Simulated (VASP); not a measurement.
A run of VASP 6.6.1:

Contents of INCAR:

```
SYSTEM = LiNbO3
PREC = Accurate ; ENCUT = 520
EDIFF = 1E-7 ; ISMEAR = 0
SIGMA = 0.01 ; LREAL = Auto
LASPH = .True. ; NELM = 60
ALGO = Normal ; ISIF = 2
LWAVE = .False. ; LCHARG = .False.
GGA = PE ; NBANDS = 162
```

File KPOINTS:

```
Automatic mesh
0
Gamma
  2 2 2
  0 0 0
```

The input POSCAR:

```
LiNbO3
1.0
   -5.1895018741     -2.9961603040      4.6714922500
    5.1895018741     -2.9961603040      4.6714922500
    0.0000000000      5.9923206080      4.6714922500
Li Nb O
8 8 24
Direct
    0.2816005538      0.2816005538      0.2816005538
    0.7816005538      0.7816005538      0.2816005538
    0.7816005538      0.2816005538      0.7816005538
    0.2816005538      0.7816005538      0.7816005538
    0.7816005538      0.7816005538      0.7816005538
    0.2816005538      0.2816005538      0.7816005538
    0.2816005538      0.7816005538      0.2816005538
    0.7816005538      0.2816005538      0.2816005538
    0.0004548850      0.0004548850      0.0004548850
    0.5004548850      0.5004548850      0.0004548850
    0.5004548850      0.0004548850      0.5004548850
    0.0004548850      0.5004548850      0.5004548850
    0.5004548850      0.5004548850      0.5004548850
    0.0004548850      0.0004548850      0.5004548850
    0.0004548850      0.5004548850      0.0004548850
    0.5004548850      0.0004548850      0.0004548850
    0.5396579775      0.4157946282      0.2343069556
    0.0396579775      0.9157946282      0.2343069556
    0.0396579775      0.4157946282      0.7343069556
    0.5396579775      0.9157946282      0.7343069556
    0.2343069556      0.5396579775      0.4157946282
    0.7343069556      0.0396579775      0.4157946282
    0.7343069556      0.5396579775      0.9157946282
    0.2343069556      0.0396579775      0.9157946282
    0.4157946282      0.2343069556      0.5396579775
    0.9157946282      0.7343069556      0.5396579775
    0.9157946282      0.2343069556      0.0396579775
    0.4157946282      0.7343069556      0.0396579775
    0.7343069556      0.4157946282      0.5396579775
    0.2343069556      0.9157946282      0.5396579775
    0.2343069556      0.4157946282      0.0396579775
    0.7343069556      0.9157946282      0.0396579775
    0.4157946282      0.5396579775      0.7343069556
    0.9157946282      0.0396579775      0.7343069556
    0.9157946282      0.5396579775      0.2343069556
    0.4157946282      0.0396579775      0.2343069556
    0.5396579775      0.7343069556      0.4157946282
    0.0396579775      0.2343069556      0.4157946282
    0.0396579775      0.7343069556      0.9157946282
    0.5396579775      0.2343069556      0.9157946282
```

Potentials or basis: VASP PAW PBE potentials, release 64 (Li_sv, Nb_sv, O).

Command:

```sh
$ cat potpaw_PBE.64/Li_sv/POTCAR potpaw_PBE.64/Nb_sv/POTCAR potpaw_PBE.64/O/POTCAR > POTCAR
$ mpirun -np 1 vasp_std > vasp.out
```

Hardware: 1 thread of Intel(R) Xeon(R) 6975P-C (Granite Rapids), with other jobs on the host.

Question: How long does it take, and how much memory?

Answer: Run time: 6.2 min on 1 thread of Intel(R) Xeon(R) 6975P-C (Granite Rapids), with other jobs on the host, peak memory 0.58 GiB. Counts: scf iterations 17, k points 4.
